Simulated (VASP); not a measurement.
# HgTe (rocksalt type) (Fm-3m) in VASP: further runs

Runs on HgTe (rocksalt type). Level: PBE. Tasks: single point.

Program: VASP 6.6.1. These are calculated values, not measurements. Logs are shortened: lines on timing, memory, paths and dates and some standing lists are left out, and cuts for length are marked.

### Step 1. The cell of the first run

Symmetry: Fm-3m, No. 225, cubic system. Conventional cell: a = 5.704 Å, b = 5.704 Å, c = 5.704 Å, α = 90.00°, β = 90.00°, γ = 90.00°. Hg (site symmetry m-3m) has 6 Te at 2.85 Å within 3.8 Å. Te (site symmetry m-3m) has 6 Hg at 2.85 Å within 3.8 Å.

### Step 2. Single point, PBE (23.20 Å³/atom)

INCAR

```
SYSTEM = HgTe
ALGO = Normal
EDIFF = 1E-6
ENCUT = 520
GGA = PE
ISIF = 2
ISMEAR = -1
LASPH = .True.
LCHARG = .False.
LREAL = .False.
LWAVE = .False.
NBANDS = 16
NELM = 80
PREC = Accurate
SIGMA = 0.1
```

KPOINTS

```
k-points
0
Gamma
  12 12 12
  0 0 0
```

POSCAR

```
HgTe
1.0
    0.0000000000      2.8520073776      2.8520073776
    2.8520073776      0.0000000000      2.8520073776
    2.8520073776      2.8520073776      0.0000000000
Hg Te
1 1
Direct
    0.0000000000      0.0000000000      0.0000000000
    0.5000000000      0.5000000000      0.5000000000
```

Potentials or basis: VASP PAW PBE potentials, release 64 (Hg, Te).

Command:

```
$ cat potpaw_PBE.64/Hg/POTCAR potpaw_PBE.64/Te/POTCAR > POTCAR
$ mpirun -np 1 vasp_std > vasp.out
```

OUTCAR:

```text
SYSTEM = HgTe
   EDIFF = 1E-6
   ENCUT = 520
   GGA = PE
   ISIF = 2
   ISMEAR = -1
   LASPH = .True.
   LREAL = .False.
   NELM = 80
   PREC = Accurate

 ion  position               nearest neighbor table
   1  0.000  0.000  0.000-   2 2.85   2 2.85   2 2.85   2 2.85   2 2.85   2 2.85
   2  0.500  0.500  0.500-   1 2.85   1 2.85   1 2.85   1 2.85   1 2.85   1 2.85

  LATTYP: Found a face centered cubic cell.
 ALAT       =     5.7040147552

  Lattice vectors:

 A1 = (   0.0000000000,   2.8520073776,   2.8520073776)
 A2 = (   2.8520073776,   0.0000000000,   2.8520073776)
 A3 = (   2.8520073776,   2.8520073776,   0.0000000000)

Analysis of symmetry for initial positions (statically):
=====================================================================
 Subroutine PRICEL returns:
 Original cell was already a primitive cell.

 Routine SETGRP: Setting up the symmetry group for a
 face centered cubic supercell.

 Subroutine GETGRP returns: Found 48 space group operations
 (whereof 48 operations were pure point group operations)
 out of a pool of 48 trial point group operations.

The static configuration has the point symmetry O_h .

Analysis of symmetry for dynamics (positions and initial velocities):
=====================================================================
 Subroutine PRICEL returns:
 Original cell was already a primitive cell.

 Routine SETGRP: Setting up the symmetry group for a
 face centered cubic supercell.

 Subroutine GETGRP returns: Found 48 space group operations
 (whereof 48 operations were pure point group operations)
 out of a pool of 48 trial point group operations.

The dynamic configuration has the point symmetry O_h .

 Subroutine INISYM returns: Found 48 space group operations
 (whereof 48 operations are pure point group operations),
 and found     1 'primitive' translations

----------------------------------------------------------------------------------------

                                     Primitive cell

  volume of cell :      46.3961

  direct lattice vectors                    reciprocal lattice vectors
     0.000000000  2.852007378  2.852007378    -0.175315115  0.175315115  0.175315115
     2.852007378  0.000000000  2.852007378     0.175315115 -0.175315115  0.175315115
     2.852007378  2.852007378  0.000000000     0.175315115  0.175315115 -0.175315115

  length of vectors
     4.033347513  4.033347513  4.033347513     0.303654686  0.303654686  0.303654686

  position of ions in fractional coordinates (direct lattice)
[... 78 lines left out ...]
   NELM   =     80;   NELMIN=  2; NELMDL= -5     # of ELM steps
   EDIFF  = 0.1E-05   stopping-criterion for ELM
   LREAL  =      F    real-space projection
   EDIFFG = 0.1E-04   stopping-criterion for IOM
   NSW    =      0    number of steps for IOM
   IBRION =     -1    ionic relax: 0-MD 1-quasi-New 2-CG
   NFREE  =      0    steps in history (QN), initial steepest desc. (CG)
   ISIF   =      2    stress and relaxation
   ISYM   =      2    0-nonsym 1-usesym 2-fastsym
   POTIM  = 0.5000    time-step for ionic-motion
   TEBEG  =    0.0;   TEEND  =   0.0 temperature during run
   PSTRESS=    0.0 pullay stress
   NELECT =      18.0000    total number of electrons
   NUPDOWN=      -1.0000    fix difference up-down
   EMIN   =  10.00;   EMAX   =-10.00  energy-range for DOS
   EFERMI =   0.00;   METHOD = LEGACY
   ISMEAR =    -1;   SIGMA  =   0.10  broadening in eV -4-tet -1-fermi 0-gaus
   EFERMI_NEDOS =   21; number of points for ismear=-14 and -15
   IALGO  =     38    algorithm
   IMIX   =      4    mixing-type and parameters
     AMIX     =   0.40;   BMIX     =  1.00
     AMIX_MAG =   1.60;   BMIX_MAG =  1.00
  volume/ion in A,a.u.               =      23.20       156.55
  Fermi-wavevector in a.u.,A,eV,Ry     =   1.194002  2.256336 19.397018  1.425641
  Thomas-Fermi vector in A             =   2.330003
   LORBIT       =      0    0 simple, 1 ext, 2 COOP (PROOUT), +10 PAW based schemes
   GGA     = PE    functional components
   LHFCALC =     F    Hartree Fock is set to
   AEXX    =    0.0000 exact exchange contribution
   IVDW    =     0    specifies the selected vdW correction
   LEPSILON=     F    determine dielectric tensor
   LRPA    =     F    only Hartree local field effects (RPA)
 non-spin polarized calculation
  energy-cutoff  :      520.00
  volume of cell :       46.40
 maximum number of plane-waves:      1283
 NGX is ok and might be reduce to    30
   NGX = 15   NGY = 15   NGZ = 15

 number of electron      18.0000003 magnetization

 Free energy of the ion-electron system (eV)
  ---------------------------------------------------
  ext. energy  EPLUGINS =         0.00000000
  ---------------------------------------------------
  free energy    TOTEN  =        -2.80704433 eV

  energy without entropy =       -2.77353028  energy(sigma->0) =       -2.79028730

 E-fermi :   6.9061     XC(G=0): -10.8685

 val. band max:        6.9000695909   @ k =   0.3333   0.2500   0.0000
 cond. band min:       6.9562233312   @ k =   0.3333   0.0000   0.0000
 fundamental gap:      0.0561537403
 Fermi energy:         6.9061367024

 k-point     1 :       0.0000    0.0000    0.0000
  band No.  band energies     occupation
      1      -6.7756      2.00000
      2      -0.7071      2.00000
      3      -0.7071      2.00000
      4      -0.6445      2.00000
      5      -0.6445      2.00000
      6      -0.6445      2.00000
[... 433 lines left out ...]
      3      -1.1981      2.00000
      4      -0.9621      2.00000
      5      -0.3565      2.00000
      6      -0.3051      2.00000
[... 8 lines left out ...]
     15      17.3846      0.00000
     16      18.2990      0.00000

 [... further k-points ...]

------------------------ aborting loop because EDIFF is reached ----------------------------------------

  FORCE on cell =-STRESS in cart. coord.  units (eV):
  Direction    XX          YY          ZZ          XY          YZ          ZX
  --------------------------------------------------------------------------------------
  -------------------------------------------------------------------------------------
  Total        5.5250268      5.5250268      5.5250268     -0.0000000      0.0000000      0.0000000
  in kB      190.7932673    190.7932673    190.7932673     -0.0000000      0.0000000      0.0000000
  external PRESSURE =     190.7932673 kB  Pullay stress =       0.0000000 kB

 VOLUME and BASIS-vectors are now :
 -----------------------------------------------------------------------------
  energy-cutoff  :      520.00
  volume of cell :       46.40
      direct lattice vectors                 reciprocal lattice vectors
     0.000000000  2.852007378  2.852007378    -0.175315115  0.175315115  0.175315115
     2.852007378  0.000000000  2.852007378     0.175315115 -0.175315115  0.175315115
     2.852007378  2.852007378  0.000000000     0.175315115  0.175315115 -0.175315115

 POSITION                                       TOTAL-FORCE (eV/Angst)
 -----------------------------------------------------------------------------------
      0.00000      0.00000      0.00000         0.000000      0.000000      0.000000
      2.85201      2.85201      2.85201        -0.000000      0.000000     -0.000000
 -----------------------------------------------------------------------------------
    total drift:                               -0.000000      0.000000      0.000000

  FREE ENERGIE OF THE ION-ELECTRON SYSTEM (eV)
  ---------------------------------------------------
  free  energy   TOTEN  =        -2.8070443282 eV

  energy  without entropy=       -2.7735302755  energy(sigma->0) =       -2.79028730
```

stdout:

```text
POSCAR found type information on POSCAR HgTe
 POSCAR found :  2 types and       2 ions
 scaLAPACK will be used
 LDA part: xc-table for (Slater+PW92), standard interpolation
 POSCAR, INCAR and KPOINTS ok, starting setup
 FFT: planning ... GRIDC
 FFT: planning ... GRID_SOFT
 FFT: planning ... GRID
 WAVECAR not read
 entering main loop
```

Run time: 73 s. Hardware: 1 thread of Intel Xeon 8259CL, shared host; peak memory 0.21 GiB.

Results:

```yaml
Free_energy: -2.8070 eV
Pressure: 19.1 GPa
Band_gap_on_the_k_mesh: zero (bands 9 and 10 overlap by 3.54 eV)
```

Caveat: the cell stands under pressure; spin-orbit coupling is left out, which moves the levels of the heavy elements.

### Step 3. Single point, PBE (27.26 Å³/atom)

This run uses another cell than the first one, of 27.26 Å³/atom.

INCAR

```
SYSTEM = HgTe
PREC = Accurate
ENCUT = 520
EDIFF = 1E-6
ISMEAR = -1
SIGMA = 0.1
LREAL = .False.
LASPH = .True.
NELM = 60
ALGO = Normal
ISIF = 2
LWAVE = .False.
LCHARG = .False.
GGA = PE
NBANDS = 16
```

KPOINTS

```
Automatic mesh
0
Gamma
  12 12 12
  0 0 0
```

POSCAR

```
HgTe
1.0
    0.0000000000      3.0095156090      3.0095156090
    3.0095156090      0.0000000000      3.0095156090
    3.0095156090      3.0095156090      0.0000000000
Hg Te
1 1
Direct
    0.0000000000      0.0000000000      0.0000000000
    0.5000000000      0.5000000000      0.5000000000
```

Potentials or basis: VASP PAW PBE potentials, release 64 (Hg, Te).

Command:

```
$ cat potpaw_PBE.64/Hg/POTCAR potpaw_PBE.64/Te/POTCAR > POTCAR
$ mpirun -np 1 vasp_std > vasp.out
```

OUTCAR:

```text
SYSTEM = HgTe
   PREC = Accurate
   ENCUT = 520
   EDIFF = 1E-6
   ISMEAR = -1
   LREAL = .False.
   LASPH = .True.
   NELM = 60
   ISIF = 2
   GGA = PE

 ion  position               nearest neighbor table
   1  0.000  0.000  0.000-   2 3.01   2 3.01   2 3.01   2 3.01   2 3.01   2 3.01
   2  0.500  0.500  0.500-   1 3.01   1 3.01   1 3.01   1 3.01   1 3.01   1 3.01

  LATTYP: Found a face centered cubic cell.
 ALAT       =     6.0190312180

  Lattice vectors:

 A1 = (   0.0000000000,   3.0095156090,   3.0095156090)
 A2 = (   3.0095156090,   0.0000000000,   3.0095156090)
 A3 = (   3.0095156090,   3.0095156090,   0.0000000000)

Analysis of symmetry for initial positions (statically):
=====================================================================
 Subroutine PRICEL returns:
 Original cell was already a primitive cell.

 Routine SETGRP: Setting up the symmetry group for a
 face centered cubic supercell.

 Subroutine GETGRP returns: Found 48 space group operations
 (whereof 48 operations were pure point group operations)
 out of a pool of 48 trial point group operations.

The static configuration has the point symmetry O_h .

Analysis of symmetry for dynamics (positions and initial velocities):
=====================================================================
 Subroutine PRICEL returns:
 Original cell was already a primitive cell.

 Routine SETGRP: Setting up the symmetry group for a
 face centered cubic supercell.

 Subroutine GETGRP returns: Found 48 space group operations
 (whereof 48 operations were pure point group operations)
 out of a pool of 48 trial point group operations.

The dynamic configuration has the point symmetry O_h .

 Subroutine INISYM returns: Found 48 space group operations
 (whereof 48 operations are pure point group operations),
 and found     1 'primitive' translations

----------------------------------------------------------------------------------------
[... 110 lines left out ...]
   IALGO  =     38    algorithm
   IMIX   =      4    mixing-type and parameters
     AMIX     =   0.40;   BMIX     =  1.00
     AMIX_MAG =   1.60;   BMIX_MAG =  1.00
  volume/ion in A,a.u.               =      27.26       183.94
  Fermi-wavevector in a.u.,A,eV,Ry     =   1.131512  2.138247 17.419795  1.280319
  Thomas-Fermi vector in A             =   2.268211
   LORBIT       =      0    0 simple, 1 ext, 2 COOP (PROOUT), +10 PAW based schemes
   GGA     = PE    functional components
   LHFCALC =     F    Hartree Fock is set to
   AEXX    =    0.0000 exact exchange contribution
   IVDW    =     0    specifies the selected vdW correction
   LEPSILON=     F    determine dielectric tensor
   LRPA    =     F    only Hartree local field effects (RPA)
 non-spin polarized calculation
  energy-cutoff  :      520.00
  volume of cell :       54.52
 maximum number of plane-waves:      1484
   NGX = 15   NGY = 15   NGZ = 15

 number of electron      18.0000001 magnetization

 Free energy of the ion-electron system (eV)
  ---------------------------------------------------
  ext. energy  EPLUGINS =         0.00000000
  ---------------------------------------------------
  free energy    TOTEN  =        -3.32439217 eV

  energy without entropy =       -3.28588714  energy(sigma->0) =       -3.30513965

 E-fermi :   4.8439     XC(G=0): -10.0668

 val. band max:        4.8423079500   @ k =   0.3333   0.0000   0.0000
 cond. band min:       4.8585170115   @ k =   0.5000   0.0833   0.0000
 fundamental gap:      0.0162090615
 Fermi energy:         4.8439170323

 k-point     1 :       0.0000    0.0000    0.0000
  band No.  band energies     occupation
      1      -7.4687      2.00000
      2      -2.0080      2.00000
      3      -2.0080      2.00000
      4      -1.9470      2.00000
      5      -1.9470      2.00000
      6      -1.9470      2.00000
[... 433 lines left out ...]
      3      -2.3344      2.00000
      4      -2.1398      2.00000
      5      -1.7588      2.00000
      6      -1.7333      2.00000
[... 8 lines left out ...]
     15      15.1005      0.00000
     16      15.6884      0.00000

 [... further k-points ...]

------------------------ aborting loop because EDIFF is reached ----------------------------------------

  FORCE on cell =-STRESS in cart. coord.  units (eV):
  Direction    XX          YY          ZZ          XY          YZ          ZX
  --------------------------------------------------------------------------------------
  -------------------------------------------------------------------------------------
  Total        1.2067449      1.2067449      1.2067449      0.0000000      0.0000000      0.0000000
  in kB       35.4655152     35.4655152     35.4655152      0.0000000      0.0000000      0.0000000
  external PRESSURE =      35.4655152 kB  Pullay stress =       0.0000000 kB

 VOLUME and BASIS-vectors are now :
 -----------------------------------------------------------------------------
  energy-cutoff  :      520.00
  volume of cell :       54.52
      direct lattice vectors                 reciprocal lattice vectors
     0.000000000  3.009515609  3.009515609    -0.166139693  0.166139693  0.166139693
     3.009515609  0.000000000  3.009515609     0.166139693 -0.166139693  0.166139693
     3.009515609  3.009515609  0.000000000     0.166139693  0.166139693 -0.166139693

 POSITION                                       TOTAL-FORCE (eV/Angst)
 -----------------------------------------------------------------------------------
      0.00000      0.00000      0.00000        -0.000000     -0.000000     -0.000000
      3.00952      3.00952      3.00952         0.000000      0.000000      0.000000
 -----------------------------------------------------------------------------------
    total drift:                                0.000000     -0.000000     -0.000000

  FREE ENERGIE OF THE ION-ELECTRON SYSTEM (eV)
  ---------------------------------------------------
  free  energy   TOTEN  =        -3.3243921657 eV

  energy  without entropy=       -3.2858871440  energy(sigma->0) =       -3.30513965
```

OSZICAR:

```text
N       E                     dE             d eps       ncg     rms          rms(c)
DAV:   1     0.106525388293E+03    0.10653E+03   -0.82285E+03  2312   0.998E+02
DAV:   2    -0.938345882121E-01   -0.10662E+03   -0.99154E+02  2696   0.234E+02
DAV:   3    -0.350651545856E+01   -0.34127E+01   -0.34012E+01  2800   0.433E+01
DAV:   4    -0.352999635949E+01   -0.23481E-01   -0.23479E-01  3008   0.343E+00
DAV:   5    -0.353033919067E+01   -0.34283E-03   -0.34283E-03  2968   0.351E-01    0.791E+00
DAV:   6    -0.332927331565E+01    0.20107E+00   -0.40293E-01  2752   0.834E+00    0.613E+00
DAV:   7    -0.332507556466E+01    0.41978E-02   -0.69266E-02  2720   0.182E+00    0.219E+00
DAV:   8    -0.332439531191E+01    0.68025E-03   -0.63673E-03  2616   0.909E-01    0.480E-01
DAV:   9    -0.332437148290E+01    0.23829E-04   -0.51384E-04  2968   0.246E-01    0.654E-02
DAV:  10    -0.332438645449E+01   -0.14972E-04   -0.52075E-05  2864   0.623E-02    0.364E-02
DAV:  11    -0.332439251718E+01   -0.60627E-05   -0.97980E-06  2872   0.226E-02    0.164E-02
DAV:  12    -0.332439216565E+01    0.35153E-06   -0.11027E-06  1960   0.722E-03
   1 F= -.33243922E+01 E0= -.33051397E+01  d E =-.385050E-01
```

stdout:

```text
POSCAR found type information on POSCAR HgTe
 POSCAR found :  2 types and       2 ions
 scaLAPACK will be used
 LDA part: xc-table for (Slater+PW92), standard interpolation
 POSCAR, INCAR and KPOINTS ok, starting setup
 FFT: planning ... GRIDC
 FFT: planning ... GRID_SOFT
 FFT: planning ... GRID
 WAVECAR not read
 entering main loop
```

Wall time 57 s (1 thread of Intel Xeon 8259CL, shared host); peak memory 0.22 GiB.

Results:

- Free energy: -3.3244 eV
- Pressure: 3.5 GPa
- Band gap on the k mesh: zero (bands 9 and 10 overlap by 2.74 eV)

Caveat: the cell stands under pressure; spin-orbit coupling is left out, which moves the levels of the heavy elements.
